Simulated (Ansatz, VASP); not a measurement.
**One calculation of Si, two programs**

Contents of INCAR:

```
PREC = Accurate
ENCUT = 520
EDIFF = 1E-6
ISMEAR = 0
SIGMA = 0.15
LREAL = False
LASPH = True
NELM = 60
ALGO = Fast
ISIF = 2
LWAVE = False
LCHARG = False
GGA = PE
NBANDS = 26
```

Contents of KPOINTS:

```
regular mesh
0
Gamma
  12 12 12
```

File POSCAR:

```
Si
1.0
    0.0000000000      0.0000000000      4.9938171177
    5.2842308228      0.0000000000      0.0000000000
   -2.6421154115      4.5762781320      0.0000000000
Si
8
Direct
   -0.0183341681      0.0000000000     -0.0183341681
    0.5000000000      0.0000000000      0.0000000000
    0.0000000000      0.0000000000      0.5000000000
    0.5000000000      0.0000000000      0.5000000000
    0.0000000000      0.5000000000      0.0000000000
    0.5000000000      0.5000000000      0.0000000000
    0.0000000000      0.5000000000      0.5000000000
    0.5000000000      0.5000000000      0.5000000000
```

Input for Ansatz:

```yaml
crystal:
  lattice:
    - [0.0, 0.0, 4.9938171177]
    - [5.2842308228, 0.0, 0.0]
    - [-2.6421154115, 4.576278132, 0.0]
  atoms:
    - { symbol: Si, position: [-0.0183341681, 0.0, -0.0183341681] }
    - { symbol: Si, position: [0.5, 0.0, 0.0] }
    - { symbol: Si, position: [0.0, 0.0, 0.5] }
    - { symbol: Si, position: [0.5, 0.0, 0.5] }
    - { symbol: Si, position: [0.0, 0.5, 0.0] }
    - { symbol: Si, position: [0.5, 0.5, 0.0] }
    - { symbol: Si, position: [0.0, 0.5, 0.5] }
    - { symbol: Si, position: [0.5, 0.5, 0.5] }
basis:
  ecutwfc: 420
kpoints:
  mp_grid: { grid: [12, 12, 12] }
hamiltonian:
  xc: pbe
scf:
  occupations: { method: gaussian, width: 0.15 }
output:
  forces: true
  stress: true
  eigenvalues: true
```

Alike in both runs: task single point; functional PBE; k mesh 12 × 12 × 12; occupations gaussian, width 0.15 eV; no spin polarisation.

|  | VASP | Ansatz |
| --- | --- | --- |
| version | VASP 6.6.1 | Ansatz 0.2.0 |
| potentials or method | VASP PAW PBE potentials, release 64 (Si), cutoff 520 eV | scalar-relativistic, plane waves, PAW |
| valence electrons in the cell | 32 | 32 |

Ansatz gave:

| Item | Value |
| --- | --- |
| gap on the k mesh at the Fermi level (eV) | none |
| pressure (GPa) | 0.3 |
| traceless stress, the component that is largest in VASP (GPa) | -1.15 |
| rms of the force components (eV/Å) | 0.174 |

Q: Which values does VASP return?

A: gap on the k mesh at the Fermi level (eV): none; pressure (GPa): 0.2; traceless stress, the component that is largest in VASP (GPa): -1.15; rms of the force components (eV/Å): 0.173.

Atom by atom the forces differ by 0.001 eV/Å (rms over components). A gap of «none» marks a metal or a gap that the smearing closes.
